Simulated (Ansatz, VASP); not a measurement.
One calculation of HgTe, two programs

```
CELL_PARAMETERS angstrom
-3.08733 3.08733 1.51754
3.08733 -3.08733 1.51754
3.08733 3.08733 -1.51754
ATOMIC_POSITIONS crystal
Hg 0.25000 0.75000 0.50000
Te 0.00000 0.00000 0.00000
```

Alike in both runs: task single point; functional PBEsol; k mesh 18 × 18 × 18; occupations gaussian, width 0.15 eV; no spin polarisation.

|  | VASP | Ansatz |
| --- | --- | --- |
| version | VASP 6.6.1 | Ansatz 0.2.0 |
| potentials or method | VASP PAW PBE potentials, release 64 (Hg, Te), cutoff 520 eV | scalar-relativistic, plane waves, PAW |
| valence electrons in the cell | 18 | 36 |

|  | VASP | Ansatz | Ansatz less VASP |
| --- | --- | --- | --- |
| gap on the k mesh at the Fermi level (eV) | none | none | - |
| pressure (GPa) | -2.9 | -3.0 | -0.11 |
| traceless stress, the component that is largest in VASP (GPa) | 2.49 | 2.42 | -0.073 |

VASP's potentials were made for PBE, not for PBEsol. A gap of «none» marks a metal or a gap that the smearing closes. VASP's potentials hold 18 valence electrons a cell and Ansatz's 36, so a difference there can come from the potentials and not from the codes.

Neither program's run includes spin-orbit coupling.
